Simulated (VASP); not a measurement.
## TmTaSe4: single point with PBE

TmTaSe4:

```
CELL_PARAMETERS angstrom
4.73861 0.00000 0.00000
-2.36930 4.10376 0.00000
0.00000 0.00000 6.30420
ATOMIC_POSITIONS crystal
Tm 0.00000 0.00000 0.50000
Ta 0.00000 0.00000 0.00000
Se 0.33333 0.66667 0.76954
Se 0.33333 0.66667 0.23046
Se 0.66667 0.33333 0.76954
Se 0.66667 0.33333 0.23046
```

The cell was generated, and may not be a known phase.

```
Program             : VASP 6.6.1
Task                : single point
Functional          : PBE
Potentials or basis : VASP PAW PBE potentials, release 64 (Tm_3, Ta_pv, Se), 4f in core
Cutoff              : 500 eV
k mesh              : 6 × 6 × 2
Occupations         : gaussian, width 0.1 eV
Spin                : collinear spin
Starting moments    : [0.0, 1.0, 0.0, 0.0, 0.0, 0.0] μB
```

| Quantity | Value |
| --- | --- |
| Pressure | 0.7 GPa |
| Net moment | 0.34 μB per cell |
| Site moments | Tm +0.04; Ta +0.25; Se -0.01 μB |
| Valence electrons inside the program's atomic spheres | Tm 7.93; Ta 8.56; Se 3.79 |

Stress tensor (GPa, compression positive):
```
0.78 0.00 0.00
0.00 0.78 0.00
0.00 0.00 0.58
```

Levels at points of the mesh, in eV from the Fermi level:
Spin up:
```
           k point  band 20  band 21  band 22  band 23  band 24  band 25
(0.00, 0.00, 0.00)    -2.39    -2.39    -1.17    -0.34    -0.34     1.15
(0.50, 0.00, 0.00)    -0.95    -0.65     0.16     0.56     0.96     1.21
(0.00, 0.00, 0.50)    -2.83    -1.81    -0.79    -0.42     0.42     0.84
(0.50, 0.00, 0.50)    -0.85    -0.65    -0.34    -0.06     0.70     0.89
```
Spin down:
```
           k point  band 20  band 21  band 22  band 23  band 24  band 25
(0.00, 0.00, 0.00)    -2.38    -2.18    -1.18    -0.26    -0.26     1.25
(0.50, 0.00, 0.00)    -0.95    -0.64     0.26     0.56     1.08     1.23
(0.00, 0.00, 0.50)    -2.83    -1.81    -0.42    -0.40     0.55     0.97
(0.50, 0.00, 0.50)    -0.85    -0.62    -0.07     0.06     0.82     1.02
```

It took 2.9 min on 1 thread of Intel(R) Xeon(R) Platinum 8259CL CPU @ 2.50GHz (Skylake/Cascade Lake), on a shared host, peak memory 0.33 GiB.

Caveat: the k points lie up to 0.50 Å⁻¹ apart; the magnetic or orbital state may not be the lowest; spin-orbit coupling is left out, which moves the levels of the heavy elements; the 4f electrons are frozen in the core, so they carry no moment and show no levels. With open d or f shells a metallic result of PBE can be an artefact of self-interaction; +U or a hybrid may open a gap.
